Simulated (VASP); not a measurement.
Input of a VASP 6.6.1 run:

Contents of INCAR:

```
PREC     = Accurate       # precision mode
ENCUT    = 520            # plane-wave cutoff, eV
EDIFF    = 1E-6           # SCF threshold, eV
ISMEAR   = 0              # smearing method
SIGMA    = 0.15           # smearing width, eV
LREAL    = False          # projectors in reciprocal space
LASPH    = True           # aspherical terms in the spheres
NELM     = 60             # most SCF steps
ALGO     = Fast           # electronic algorithm
ISIF     = 2              # what is computed and relaxed
LWAVE    = False          # write WAVECAR
LCHARG   = False          # write CHGCAR
GGA      = PE             # functional
NBANDS   = 22             # bands
```

Contents of KPOINTS:

```
regular mesh
0
Gamma
  21 21 12
```

POSCAR

```
Rh
1.0
    2.8583352714      0.0000000000      0.0000000000
   -1.4291676357      2.4753909576      0.0000000000
    0.0000000000      0.0000000000      4.4632905263
Rh
2
Direct
    0.6666666667      0.3333333333      0.7500000000
    0.3333333333      0.6666666667      0.2500000000
```

Potentials or basis: VASP PAW PBE potentials, release 64 (Rh_pv).

Launch:

```sh
$ cat potpaw_PBE.64/Rh_pv/POTCAR > POTCAR
$ mpirun -np 1 vasp_std > vasp.out
```

(1) Predict the band gap on the k mesh.

(2) What does it give for the pressure?

Answers

(1) zero (bands 15 and 16 overlap by 1.84 eV).

(2) -21.0 GPa.

Caveat: the cell stands under tension.
